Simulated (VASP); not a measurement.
# FeSi (P2_13) in VASP: further runs

FeSi is run at these levels: PBEsol; tasks: relaxation of the atoms.

All numbers are computed with VASP 6.6.1; they aren't measurements. Logs are shortened: lines on timing, memory, paths and dates and some standing lists are left out, and cuts for length are marked.

### 1 The cell of the first run

It takes space group P2_13 (No. 198, cubic). The conventional cell has a = 4.155 Å, b = 4.155 Å, c = 4.155 Å, α = 90.00°, β = 90.00°, γ = 90.00°. Fe (site symmetry 3) has 7 Si at 2.15 to 2.30 Å and 6 Fe at 2.55 Å within 2.8 Å. Within 2.8 Å of Si (site symmetry 3) lie 7 Fe at 2.15 to 2.30 Å and 6 Si at 2.57 Å.

### 2 Relaxation of the atoms, PBEsol (8.97 Å³/atom)

INCAR

```
  PREC = Accurate
  ENCUT = 520
  EDIFF = 1E-6
  ISMEAR = 0
  SIGMA = 0.05
  LREAL = False
  LASPH = True
  NELM = 60
  ALGO = Normal
  ISIF = 2
  LWAVE = False
  LCHARG = False
  GGA = PS
  IBRION = 2
  NSW = 60
  EDIFFG = -0.01
```

KPOINTS

```
Automatic mesh
0
Gamma
  8 8 8
```

POSCAR

```
FeSi
1.0
    4.1549083139      0.0000000000      0.0000000000
    0.0000000000      4.1549083139      0.0000000000
    0.0000000000      0.0000000000      4.1549083139
Fe Si
4 4
Direct
    0.1411072861      0.1411072861      0.1411072861
    0.3588927139      0.8588927139      0.6411072861
    0.6411072861      0.3588927139      0.8588927139
    0.8588927139      0.6411072861      0.3588927139
    0.8429492333      0.8429492333      0.8429492333
    0.6570507667      0.1570507667      0.3429492333
    0.3429492333      0.6570507667      0.1570507667
    0.1570507667      0.3429492333      0.6570507667
```

Potentials or basis: VASP PAW PBE potentials, release 64 (Fe, Si).

On the command line:

```bash
$ cat potpaw_PBE.64/Fe/POTCAR potpaw_PBE.64/Si/POTCAR > POTCAR
$ mpirun -np 1 vasp_std > vasp.out
```

OUTCAR:

```text
PREC = Accurate
   ENCUT = 520
   EDIFF = 1E-6
   ISMEAR = 0
   LREAL = False
   LASPH = True
   NELM = 60
   ISIF = 2
   GGA = PS
   IBRION = 2
   NSW = 60
   EDIFFG = -0.01

 ion  position               nearest neighbor table
   1  0.141  0.141  0.141-   5 2.15   6 2.18   7 2.18   8 2.18   7 2.30   8 2.30   6 2.30   3 2.55
                             4 2.55   2 2.55   2 2.55   4 2.55   3 2.55
   2  0.359  0.859  0.641-   6 2.15   5 2.18   7 2.18   8 2.18   7 2.30   8 2.30   5 2.30   1 2.55
                             1 2.55   3 2.55   3 2.55   4 2.55   4 2.55
   3  0.641  0.359  0.859-   7 2.15   6 2.18   5 2.18   8 2.18   8 2.30   6 2.30   5 2.30   1 2.55
                             4 2.55   2 2.55   2 2.55   4 2.55   1 2.55
   4  0.859  0.641  0.359-   8 2.15   6 2.18   7 2.18   5 2.18   6 2.30   5 2.30   7 2.30   1 2.55
                             3 2.55   2 2.55   1 2.55   2 2.55   3 2.55
   5  0.843  0.843  0.843-   1 2.15   2 2.18   3 2.18   4 2.18   3 2.30   4 2.30   2 2.30   6 2.57
                             7 2.57   8 2.57   6 2.57   8 2.57   7 2.57
   6  0.657  0.157  0.343-   2 2.15   1 2.18   3 2.18   4 2.18   3 2.30   4 2.30   1 2.30   8 2.57
                             5 2.57   5 2.57   7 2.57   7 2.57   8 2.57
   7  0.343  0.657  0.157-   3 2.15   2 2.18   1 2.18   4 2.18   4 2.30   2 2.30   1 2.30   8 2.57
                             5 2.57   8 2.57   6 2.57   6 2.57   5 2.57
   8  0.157  0.343  0.657-   4 2.15   2 2.18   3 2.18   1 2.18   2 2.30   1 2.30   3 2.30   7 2.57
                             5 2.57   7 2.57   5 2.57   6 2.57   6 2.57

  LATTYP: Found a simple cubic cell.
 ALAT       =     4.1549083139

  Lattice vectors:

 A1 = (   4.1549083139,   0.0000000000,   0.0000000000)
 A2 = (   0.0000000000,   4.1549083139,   0.0000000000)
 A3 = (   0.0000000000,   0.0000000000,   4.1549083139)

Analysis of symmetry for initial positions (statically):
=====================================================================
 Subroutine PRICEL returns:
 Original cell was already a primitive cell.

 Routine SETGRP: Setting up the symmetry group for a
 simple cubic supercell.

 Subroutine GETGRP returns: Found 12 space group operations
 (whereof  3 operations were pure point group operations)
 out of a pool of 48 trial point group operations.

The static configuration has the point symmetry C_3 .
 The point group associated with its full space group is T   .

Analysis of symmetry for dynamics (positions and initial velocities):
=====================================================================
 Subroutine PRICEL returns:
 Original cell was already a primitive cell.

 Routine SETGRP: Setting up the symmetry group for a
 simple cubic supercell.

 Subroutine GETGRP returns: Found 12 space group operations
 (whereof  3 operations were pure point group operations)
 out of a pool of 48 trial point group operations.

The dynamic configuration has the point symmetry C_3 .
 The point group associated with its full space group is T   .

 Subroutine INISYM returns: Found 12 space group operations
 (whereof  3 operations are pure point group operations),
 and found     1 'primitive' translations

----------------------------------------------------------------------------------------

                                     Primitive cell

  volume of cell :      71.7273

  direct lattice vectors                    reciprocal lattice vectors
     4.154908314  0.000000000  0.000000000     0.240679198  0.000000000  0.000000000
     0.000000000  4.154908314  0.000000000     0.000000000  0.240679198  0.000000000
     0.000000000  0.000000000  4.154908314     0.000000000  0.000000000  0.240679198

  length of vectors
     4.154908314  4.154908314  4.154908314     0.240679198  0.240679198  0.240679198

  position of ions in fractional coordinates (direct lattice)
     0.141107286  0.141107286  0.141107286
     0.358892714  0.858892714  0.641107286
     0.641107286  0.358892714  0.858892714
     0.858892714  0.641107286  0.358892714
     0.842949233  0.842949233  0.842949233
     0.657050767  0.157050767  0.342949233
     0.342949233  0.657050767  0.157050767
     0.157050767  0.342949233  0.657050767

  ion indices of the primitive-cell ions
   primitive index   ion index
                 1           1
                 2           2
                 3           3
                 4           4
                 5           5
                 6           6
                 7           7
                 8           8

----------------------------------------------------------------------------------------

 KPOINTS: Automatic mesh

Automatic generation of k-mesh.
 Grid dimensions read from file:
 generate k-points for:    8    8    8

 Generating k-lattice:

  Cartesian coordinates                     Fractional coordinates (reciprocal lattice)
     0.030084900  0.000000000  0.000000000     0.125000000  0.000000000  0.000000000
     0.000000000  0.030084900  0.000000000     0.000000000  0.125000000  0.000000000
     0.000000000  0.000000000  0.030084900     0.000000000  0.000000000  0.125000000

  Length of vectors
     0.030084900  0.030084900  0.030084900

  Shift w.r.t. Gamma in fractional coordinates (k-lattice)
     0.000000000  0.000000000  0.000000000

 Subroutine IBZKPT returns following result:
 ===========================================

 Found     45 irreducible k-points:

 Following reciprocal coordinates:
            Coordinates               Weight
  0.000000  0.000000  0.000000      1.000000
  0.125000  0.000000  0.000000      6.000000
  0.250000  0.000000  0.000000      6.000000
  0.375000  0.000000  0.000000      6.000000
  0.500000  0.000000  0.000000      3.000000
  0.125000  0.125000  0.000000     12.000000
[... 16 lines left out ...]
  0.250000  0.125000  0.125000     24.000000
  0.375000  0.125000  0.125000     24.000000
 [... further k-points ...]
   k-points           NKPTS =     45   k-points in BZ     NKDIM =     45   number of bands    NBANDS=     29
   number of dos      NEDOS =    301   number of ions     NIONS =      8
   total plane-waves  NPLWV =  32768
   dimension x,y,z NGX =    32 NGY =   32 NGZ =   32
   dimension x,y,z NGXF=    64 NGYF=   64 NGZF=   64
   ions per type =               4   4
   NGX,Y,Z   is equivalent  to a cutoff of  12.80, 12.80, 12.80 a.u.
   NGXF,Y,Z  is equivalent  to a cutoff of  25.61, 25.61, 25.61 a.u.
 SYSTEM =  unknown system
   PREC   = accura    normal or accurate (medium, high low for compatibility)
   ISTART =      0    job   : 0-new  1-cont  2-samecut
   ICHARG =      2    charge: 1-file 2-atom 10-const
   ISPIN  =      1    spin polarized calculation?
   LNONCOLLINEAR =      F non collinear calculations
   LSORBIT =      F    spin-orbit coupling
   LASPH  =      T    aspherical Exc in radial PAW
   ENCUT  =  520.0 eV  38.22 Ry    6.18 a.u.   7.73  7.73  7.73*2*pi/ulx,y,z
   NELM   =     60;   NELMIN=  2; NELMDL= -5     # of ELM steps
   EDIFF  = 0.1E-05   stopping-criterion for ELM
   LREAL  =      F    real-space projection
   EDIFFG = -.1E-01   stopping-criterion for IOM
   NSW    =     60    number of steps for IOM
   IBRION =      2    ionic relax: 0-MD 1-quasi-New 2-CG
   NFREE  =      1    steps in history (QN), initial steepest desc. (CG)
   ISIF   =      2    stress and relaxation
   ISYM   =      2    0-nonsym 1-usesym 2-fastsym
   POTIM  = 0.5000    time-step for ionic-motion
   TEBEG  =    0.0;   TEEND  =   0.0 temperature during run
   PSTRESS=    0.0 pullay stress
   NELECT =      48.0000    total number of electrons
   NUPDOWN=      -1.0000    fix difference up-down
   EMIN   =  10.00;   EMAX   =-10.00  energy-range for DOS
   EFERMI =   0.00;   METHOD = LEGACY
   ISMEAR =     0;   SIGMA  =   0.05  broadening in eV -4-tet -1-fermi 0-gaus
   EFERMI_NEDOS =   21; number of points for ismear=-14 and -15
   IALGO  =     38    algorithm
   IMIX   =      4    mixing-type and parameters
     AMIX     =   0.40;   BMIX     =  1.00
     AMIX_MAG =   1.60;   BMIX_MAG =  1.00
  volume/ion in A,a.u.               =       8.97        60.50
  Fermi-wavevector in a.u.,A,eV,Ry     =   1.431948  2.705989 27.898392  2.050474
  Thomas-Fermi vector in A             =   2.551629
   LORBIT       =      0    0 simple, 1 ext, 2 COOP (PROOUT), +10 PAW based schemes
   GGA     = PS    functional components
   LHFCALC =     F    Hartree Fock is set to
   AEXX    =    0.0000 exact exchange contribution
   IVDW    =     0    specifies the selected vdW correction
   LEPSILON=     F    determine dielectric tensor
   LRPA    =     F    only Hartree local field effects (RPA)
 conjugate gradient relaxation of ions
 non-spin polarized calculation
 Gauss-broadening in eV      SIGMA  =   0.05
  energy-cutoff  :      520.00
  volume of cell :       71.73
 maximum number of plane-waves:      1956
   NGX = 15   NGY = 15   NGZ = 15

--------------------------------------- Ionic step        1  -------------------------------------------

 number of electron      47.9999980 magnetization

 Free energy of the ion-electron system (eV)
  ---------------------------------------------------
  ext. energy  EPLUGINS =         0.00000000
  ---------------------------------------------------
  free energy    TOTEN  =       -61.48227487 eV

  energy without entropy =      -61.48163739  energy(sigma->0) =      -61.48195613

------------------------ aborting loop because EDIFF is reached ----------------------------------------

  FORCE on cell =-STRESS in cart. coord.  units (eV):
  Direction    XX          YY          ZZ          XY          YZ          ZX
  --------------------------------------------------------------------------------------
  -------------------------------------------------------------------------------------
  Total       28.6659492     28.6659492     28.6659492     -0.0000000      0.0000000      0.0000000
  in kB      640.3133785    640.3133785    640.3133785     -0.0000000      0.0000000      0.0000000
  external PRESSURE =     640.3133785 kB  Pullay stress =       0.0000000 kB
[... 69 lines left out ...]
  energy  without entropy=      -61.4867640498  energy(sigma->0) =      -61.48724203

--------------------------------------- Ionic step        3  -------------------------------------------

 number of electron      47.9999984 magnetization

 Free energy of the ion-electron system (eV)
  ---------------------------------------------------
  ext. energy  EPLUGINS =         0.00000000
  ---------------------------------------------------
  free energy    TOTEN  =       -61.48784980 eV

  energy without entropy =      -61.48694103  energy(sigma->0) =      -61.48739542

 E-fermi :  12.5696     XC(G=0): -13.9503

 val. band max:       12.5063031620   @ k =   0.5000   0.0000   0.0000
 cond. band min:      12.6362842279   @ k =   0.3750   0.1250   0.1250
 fundamental gap:      0.1299810659
 Fermi energy:        12.5695554814

 k-point     1 :       0.0000    0.0000    0.0000
  band No.  band energies     occupation
      1      -2.4482      2.00000
      2       3.5799      2.00000
      3       3.5799      2.00000
      4       3.5799      2.00000
      5       6.5142      2.00000
      6       6.5142      2.00000
[... 757 lines left out ...]
     28      15.4079      0.00000
     29      15.8303      0.00000

 [... further k-points ...]

------------------------ aborting loop because EDIFF is reached ----------------------------------------

  FORCE on cell =-STRESS in cart. coord.  units (eV):
  Direction    XX          YY          ZZ          XY          YZ          ZX
  --------------------------------------------------------------------------------------
  -------------------------------------------------------------------------------------
  Total       28.5057346     28.5057346     28.5057346      0.0000000      0.0000000     -0.0000000
  in kB      636.7346522    636.7346522    636.7346522      0.0000000      0.0000000     -0.0000000
  external PRESSURE =     636.7346522 kB  Pullay stress =       0.0000000 kB
[... 23 lines left out ...]
  FREE ENERGIE OF THE ION-ELECTRON SYSTEM (eV)
  ---------------------------------------------------
  free  energy   TOTEN  =       -61.4878498027 eV

  energy  without entropy=      -61.4869410340  energy(sigma->0) =      -61.48739542

 reached required accuracy - stopping structural energy minimisation
```

It took 3.2 min on 1 thread of Oxide Virtual Turin-like, shared host; peak memory 0.19 GiB.

Results:

```
Free energy                  : -61.4878 eV
Energy gained by relaxing    : 0.7 meV/atom
Ionic steps                  : 3
Pressure after relaxing      : 63.7 GPa
Largest force after relaxing : 0.003 eV/Å
Band gap on the k mesh       : 0.13 eV (least direct gap 0.17 eV)
```

Forces on the atoms (eV/Å):
```
Fe   0.000  0.000  0.000
Fe   0.000  0.000  0.000
Fe   0.000  0.000  0.000
Fe   0.000  0.000  0.000
Si   0.002  0.002  0.002
Si  -0.002 -0.002  0.002
Si   0.002 -0.002 -0.002
Si  -0.002  0.002 -0.002
```

The path:
```tsv
step	energy change (eV)	largest force (eV/Å)	pressure (GPa)
1	0.0000	0.2427	64.03
2	-0.0054	0.0387	63.54
3	-0.0056	0.0031	63.67
```

Final structure:
```yaml
crystal:
  lattice:
    - [4.15491, 0.00000, 0.00000]
    - [0.00000, 4.15491, 0.00000]
    - [0.00000, 0.00000, 4.15491]
  atoms:
    - { symbol: Fe, position: [0.14252, 0.14252, 0.14252] }
    - { symbol: Fe, position: [0.35748, 0.85748, 0.64252] }
    - { symbol: Fe, position: [0.64252, 0.35748, 0.85748] }
    - { symbol: Fe, position: [0.85748, 0.64252, 0.35748] }
    - { symbol: Si, position: [0.84346, 0.84346, 0.84346] }
    - { symbol: Si, position: [0.65654, 0.15654, 0.34346] }
    - { symbol: Si, position: [0.34346, 0.65654, 0.15654] }
    - { symbol: Si, position: [0.15654, 0.34346, 0.65654] }
```

Caveat: the PAW data sets were made with another functional, which shifts forces and pressure a little. A k mesh can miss the band edges.

### 3 Relaxation of the atoms, PBEsol (10.25 Å³/atom)

This run uses another cell than the first one, of 10.25 Å³/atom.

INCAR

```
PREC = Accurate
ENCUT = 520
EDIFF = 1E-7
ISMEAR = 0
SIGMA = 0.05
LREAL = F
LASPH = T
NELM = 100
ALGO = Normal
ISIF = 2
LWAVE = F
LCHARG = F
GGA = PS
IBRION = 2
NSW = 60
EDIFFG = -0.01
```

KPOINTS

```
regular mesh
0
Gamma
  8 8 8
```

POSCAR

```
FeSi
1.0
    4.3440227765      0.0000000000      0.0000000000
    0.0000000000      4.3440227765      0.0000000000
    0.0000000000      0.0000000000      4.3440227765
Fe Si
4 4
Direct
    0.1368615787      0.1368615787      0.1368615787
    0.3631384213      0.8631384213      0.6368615787
    0.6368615787      0.3631384213      0.8631384213
    0.8631384213      0.6368615787      0.3631384213
    0.8409949847      0.8409949847      0.8409949847
    0.6590050153      0.1590050153      0.3409949847
    0.3409949847      0.6590050153      0.1590050153
    0.1590050153      0.3409949847      0.6590050153
```

Potentials or basis: VASP PAW PBE potentials, release 64 (Fe, Si).

On the command line:

```bash
$ cat potpaw_PBE.64/Fe/POTCAR potpaw_PBE.64/Si/POTCAR > POTCAR
$ mpirun -np 1 vasp_std > vasp.out
```

It took 3 min on 1 thread of Oxide Virtual Turin-like, shared host; peak memory 0.19 GiB.

The run converged. Its results:

```
Free energy               : -63.7003 eV
Energy gained by relaxing : 1.0 meV/atom
Ionic steps               : 3
Pressure after relaxing   : 11.4 GPa
Band gap on the k mesh    : 0.14 eV (least direct gap 0.16 eV)
```

The path:
| step | energy change (eV) | largest force (eV/Å) | pressure (GPa) |
| --- | --- | --- | --- |
| 1 | 0.0000 | 0.2260 | 11.98 |
| 2 | -0.0074 | 0.0662 | 11.55 |
| 3 | -0.0081 | 0.0010 | 11.38 |

Final structure:
```
Fe Si
1.0
     4.34402    0.00000    0.00000
     0.00000    4.34402    0.00000
     0.00000    0.00000    4.34402
Fe Si
4 4
Direct
  0.13891 0.13891 0.13891
  0.36109 0.86109 0.63891
  0.63891 0.36109 0.86109
  0.86109 0.63891 0.36109
  0.84181 0.84181 0.84181
  0.65819 0.15819 0.34181
  0.34181 0.65819 0.15819
  0.15819 0.34181 0.65819
```

Levels at points of the mesh, in eV from the valence-band top:
```tsv
k point	band 20	band 21	band 22	band 23	band 24	band 25	band 26	band 27	band 28	band 29
(0.00, 0.00, 0.00)	-0.31	-0.31	-0.31	-0.05	-0.05	0.72	0.72	0.72	3.40	3.40
(0.50, 0.00, 0.00)	-1.38	-0.43	-0.43	-0.01	-0.01	0.18	0.18	1.86	1.86	2.53
(0.50, 0.50, 0.00)	-1.41	-1.12	-1.12	-0.40	-0.40	0.67	0.67	1.43	1.43	3.04
(0.50, 0.50, 0.50)	-0.82	-0.75	-0.75	-0.75	-0.75	0.51	0.51	0.51	0.51	6.13
```

Caveat: the PAW data sets were made with another functional, which shifts forces and pressure a little. Spin polarisation is off, so any magnetic state and its effect on volume and gap are missing.
